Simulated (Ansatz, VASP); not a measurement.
Pt: VASP beside Ansatz

The input INCAR:

```
ALGO = Fast
DIPOL = 0.5 0.5 0.500
EDIFF = 1E-7
ENCUT = 520
IDIPOL = 3
ISIF = 2
ISMEAR = 0
LASPH = True
LCHARG = False
LDIPOL = True
LREAL = False
LWAVE = False
NBANDS = 33
NELM = 100
PREC = Accurate
SIGMA = 0.1
```

Contents of KPOINTS:

```
k-points
0
Gamma
  15 15 1
```

Contents of POSCAR:

```
Pt
1.0
    2.7532983195      0.0000000000      0.0000000000
   -1.3766491598      2.3844262889      0.0000000000
    0.0000000000      0.0000000000     23.9922346567
Pt
5
Direct
    0.6666666667      0.3333333333      0.3126011440
    0.3333333333      0.6666666667      0.4063005720
    0.0000000000      0.0000000000      0.5000000000
    0.6666666667      0.3333333333      0.5936994280
    0.3333333333      0.6666666667      0.6873988560
```

Input for Ansatz:

```yaml
crystal:
  lattice:
    - [2.7532983195, 0.0, 0.0]
    - [-1.3766491598, 2.3844262889, 0.0]
    - [0.0, 0.0, 23.9922346567]
  atoms:
    - { symbol: Pt, position: [0.6666666667, 0.3333333333, 0.312601144] }
    - { symbol: Pt, position: [0.3333333333, 0.6666666667, 0.406300572] }
    - { symbol: Pt, position: [0.0, 0.0, 0.5] }
    - { symbol: Pt, position: [0.6666666667, 0.3333333333, 0.593699428] }
    - { symbol: Pt, position: [0.3333333333, 0.6666666667, 0.687398856] }
basis:
  ecutwfc: 420
kpoints:
  mp_grid: { grid: [15, 15, 1] }
hamiltonian:
  xc: lda
scf:
  occupations: { method: gaussian, width: 0.1 }
output:
  forces: true
  stress: true
  eigenvalues: true
  write_density: true
  write_potential: true
  elf: true
  volumetric_format: npy
efield:
  axis: 3
  dipole_correction: true
  ramp_width: 0.04
```

Alike in both runs: task single point; functional LDA; k mesh 15 × 15 × 1; occupations gaussian, width 0.1 eV; no spin polarisation.

```csv
,VASP,Ansatz
version,VASP 6.6.1,Ansatz 0.2.0
potentials or method,"VASP PAW LDA potentials, release 64 (Pt), cutoff 520 eV","scalar-relativistic, plane waves, PAW"
valence electrons in the cell,50,90
```

Ansatz gave:

```
gap on the k mesh at the Fermi level (eV) : none
rms of the force components (eV/Å)        : 0.104
```

Problem. Estimate VASP's values.

Solution. gap on the k mesh at the Fermi level (eV): none; rms of the force components (eV/Å): 0.105.

LDA's correlation is that of Perdew and Zunger in VASP and of Perdew and Wang (1992) in Ansatz. Atom by atom the forces differ by 0.009 eV/Å (rms over components). A gap of «none» marks a metal or a gap that the smearing closes. VASP's potentials hold 50 valence electrons a cell and Ansatz's 90, so a difference there can come from the potentials and not from the codes. Ansatz's warnings: xc potential rough in thin density.

Spin-orbit coupling is off throughout.
